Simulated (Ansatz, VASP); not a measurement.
# Two plane-wave programs on SrTa2O2

```
CELL_PARAMETERS angstrom
5.04060 0.00000 0.00000
-2.52030 4.36529 0.00000
0.00000 0.00000 3.97135
ATOMIC_POSITIONS crystal
Sr 0.00000 0.00000 0.50000
Ta 0.33333 0.66667 0.00000
Ta 0.66667 0.33333 0.00000
O 0.33333 0.66667 0.50000
O 0.66667 0.33333 0.50000
```

Alike in both runs: functional PBE; k mesh 12 × 12 × 10; occupations gaussian, width 0.1 eV; no spin polarisation.

Ansatz relaxed the structure, and its values are those at the end. VASP's run is a single point on that final structure, the one shown.

```csv
,VASP,Ansatz
version,VASP 6.6.1,Ansatz 0.2.0
potentials or method,"VASP PAW PBE potentials, release 64 (Sr_sv, Ta_pv, O), cutoff 520 eV","scalar-relativistic, plane waves, PAW"
valence electrons in the cell,44,48
```

VASP gave:

* gap on the k mesh at the Fermi level (eV): none
* pressure (GPa): 0.3

Problem. What did Ansatz give for the same quantities?

Solution. gap on the k mesh at the Fermi level (eV): none; pressure (GPa): 0.0.

A gap of «none» marks a metal or a gap that the smearing closes. VASP's potentials hold 44 valence electrons a cell and Ansatz's 48, so a difference there can come from the potentials and not from the codes.

Neither program's run includes spin-orbit coupling.
